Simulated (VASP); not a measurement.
AlNi, 2 atoms in the cell. Symmetry: R3m, No. 160, trigonal system. Conventional cell: a = 4.048 Å, b = 4.048 Å, c = 4.957 Å, α = 90.00°, β = 90.00°, γ = 120.00°. Within 3.1 Å of Al (site symmetry 3m) lie 8 Ni at 2.35 to 2.60 Å and 6 Al at 2.86 Å. Within 3.1 Å of Ni (site symmetry 3m) lie 8 Al at 2.35 to 2.60 Å and 6 Ni at 2.86 Å.  This cell differs from its parent crystal: all Ni atoms moved +0.125 Å, as atom 2 towards its neighbour atom 1 (Al) at 2.479 Å.

```yaml
Program: VASP 6.6.1
Task: single point
Functional: PBEsol
Potentials_or_basis: VASP PAW PBE potentials, release 64 (Al, Ni)
Cutoff: 520 eV
k_mesh: 20 × 20 × 20
Occupations: gaussian, width 0.15 eV
Spin: no spin polarisation
Dipole_correction: no
Further_INCAR_settings: ALGO = Fast; EDIFF = 1e-07; NBANDS = 14
```

Potentials or basis: VASP PAW PBE potentials, release 64 (Al, Ni).

Launch:

```sh
$ cat potpaw_PBE.64/Al/POTCAR potpaw_PBE.64/Ni/POTCAR > POTCAR
$ mpirun -np 1 vasp_std > vasp.out
```

Hardware: 1 thread of Intel(R) Xeon(R) 6975P-C (Granite Rapids), on a shared host.

Task: How long does it take, and how much memory?

Result: Run time: 100 s on 1 thread of Intel(R) Xeon(R) 6975P-C (Granite Rapids), with other jobs on the host, peak memory 0.36 GiB. Counts: scf iterations 16, k points 781.
